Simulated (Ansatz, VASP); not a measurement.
**Two plane-wave programs on Cr**

```
Cr
1.0
    -1.39415    1.39415    1.39415
     1.39415   -1.39415    1.39415
     1.39415    1.39415   -1.39415
Cr
1
Direct
  0.00000 0.00000 0.00000
```

Alike in both runs: functional LDA; k mesh 20 × 20 × 20; occupations gaussian, width 0.1 eV; no spin polarisation.

Ansatz relaxed the structure, and its values are those at the end. VASP's run is a single point on that final structure, the one shown.

```csv
,VASP,Ansatz
version,VASP 6.6.1,Ansatz 0.2.0
potentials or method,"VASP PAW LDA potentials, release 64 (Cr_pv), cutoff 500 eV","scalar-relativistic, plane waves, PAW"
valence electrons in the cell,12,14
```

|  | VASP | Ansatz | Ansatz less VASP |
| --- | --- | --- | --- |
| gap on the k mesh at the Fermi level (eV) | none | none | - |
| pressure (GPa) | 0.0 | 0.0 | +0.01 |

LDA's correlation is that of Perdew and Zunger in VASP and of Perdew and Wang (1992) in Ansatz. A gap of «none» marks a metal or a gap that the smearing closes. VASP's potentials hold 12 valence electrons a cell and Ansatz's 14, so a difference there can come from the potentials and not from the codes.
